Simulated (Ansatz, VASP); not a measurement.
**One calculation of Be2ZnO3, two programs**

```
Be Zn O
1.0
     2.72285    0.00000    0.00000
    -1.36143    2.35806    0.00000
     0.00000    0.00000    6.90648
Be Zn O
2 1 3
Direct
  0.33333 0.66667 0.84783
  0.66667 0.33333 0.15217
  0.00000 0.00000 0.50000
  0.33333 0.66667 0.29724
  0.66667 0.33333 0.70276
  0.00000 0.00000 0.00000
```

Change from the starting cell: species swapped into the Sn2GeTe3 type (P-3m1, No. 164).

Alike in both runs: functional PBE; k mesh 5 × 5 × 2; occupations gaussian, width 0.15 eV; no spin polarisation.

Ansatz relaxed the structure, and its values are those at the end. VASP's run is a single point on that final structure, the one shown.

```csv
,VASP,Ansatz
version,VASP 6.6.1,Ansatz 0.2.0
potentials or method,"VASP PAW PBE potentials, release 64 (Be, Zn, O), cutoff 600 eV","scalar-relativistic, plane waves, PAW"
valence electrons in the cell,34,34
```

```csv
,VASP,Ansatz,Ansatz less VASP
gap on the k mesh at the Fermi level (eV),3.52,3.54,+0.019
least direct gap on the mesh (eV),3.76,3.78,+0.017
pressure (GPa),0.6,0.1,-0.42
rms of the force components (eV/Å),0.028,0.005,-0.0225
```

The functional is the same, so the differences come from potentials, cutoffs and numerics.

The k mesh is coarse, so the values compare programs but aren't converged.
